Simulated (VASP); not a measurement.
Set up this calculation in VASP 6.6.1, as the native input.

```
Task                   : single point
Functional             : r2SCAN
Potentials or basis    : VASP PAW PBE potentials, release 64 (Sn_d)
Cutoff                 : 520 eV
k mesh                 : 12 × 12 × 8
Occupations            : fermi-dirac, width 0.1 eV
Spin                   : no spin polarisation
Dipole correction      : no
Further INCAR settings : ALGO = Normal; EDIFF = 1e-06; NBANDS = 21
```

Crystal: Sn.

```
Sn
1.0
    -2.94828    2.95040    1.58882
     2.95040   -2.94828    1.58882
     2.94605    2.94605   -1.58493
Sn
2
Direct
  0.00003 0.99997 0.00000
  0.74997 0.25003 0.50000
```

One way to write it, as run:

POSCAR

```
Sn
1.0
   -2.9482820713      2.9504023647      1.5888172584
    2.9504023647     -2.9482820713      1.5888172584
    2.9460530987      2.9460530987     -1.5849306448
Sn
2
Direct
    0.0000251473      0.9999748527      0.0000000000
    0.7499748527      0.2500251473      0.5000000000
```

INCAR.step1

```
SYSTEM = Sn
PREC     = Accurate       ! precision mode
ENCUT    = 520            ! plane-wave cutoff, eV
ISMEAR   = -1             ! smearing method
SIGMA    = 0.1            ! smearing width, eV
LREAL    = .False.        ! projectors in reciprocal space
LASPH    = .True.         ! aspherical terms in the spheres
NELM     = 100            ! most SCF steps
NBANDS   = 21             ! bands
GGA      = PE             ! functional
ALGO     = Normal         ! electronic algorithm
EDIFF    = 1E-4           ! SCF threshold, eV
LWAVE    = .True.         ! write WAVECAR
LCHARG   = .False.        ! write CHGCAR
```

INCAR.step2

```
SYSTEM = Sn
PREC     = Accurate       ! precision mode
ENCUT    = 520            ! plane-wave cutoff, eV
EDIFF    = 1E-6           ! SCF threshold, eV
ISMEAR   = -1             ! smearing method
SIGMA    = 0.1            ! smearing width, eV
LREAL    = .False.        ! projectors in reciprocal space
LASPH    = .True.         ! aspherical terms in the spheres
NELM     = 100            ! most SCF steps
ALGO     = Normal         ! electronic algorithm
ISIF     = 2              ! what is computed and relaxed
LWAVE    = .False.        ! write WAVECAR
LCHARG   = .False.        ! write CHGCAR
METAGGA  = R2SCAN         ! meta-GGA
LMIXTAU  = .True.       
NBANDS   = 21             ! bands
ISTART   = 1
```

KPOINTS

```
Automatic mesh
0
Gamma
  12 12 8
  0 0 0
```

Potentials or basis: VASP PAW PBE potentials, release 64 (Sn_d).

Run with:

```bash
$ cat potpaw_PBE.64/Sn_d/POTCAR > POTCAR
$ cp INCAR.step1 INCAR
$ mpirun -np 1 vasp_std > vasp.out
$ cp INCAR.step2 INCAR
$ mpirun -np 1 vasp_std > vasp.out
```

Results of the run:

```json
{"Pressure": "-0.1 GPa", "Largest force": "0.003 eV/Å", "Band gap on the k mesh": "zero (band 14 reaches 9.26 eV, above the bottom of band 15 at 4.96 eV)"}
```

Caveat: the PAW data sets were made with another functional, which shifts forces and pressure a little; spin-orbit coupling is left out, which moves the levels of the heavy elements.

Run time: 33 min on 1 thread of Oxide Virtual Turin-like Processor (shared host), peak memory 0.4 GiB.
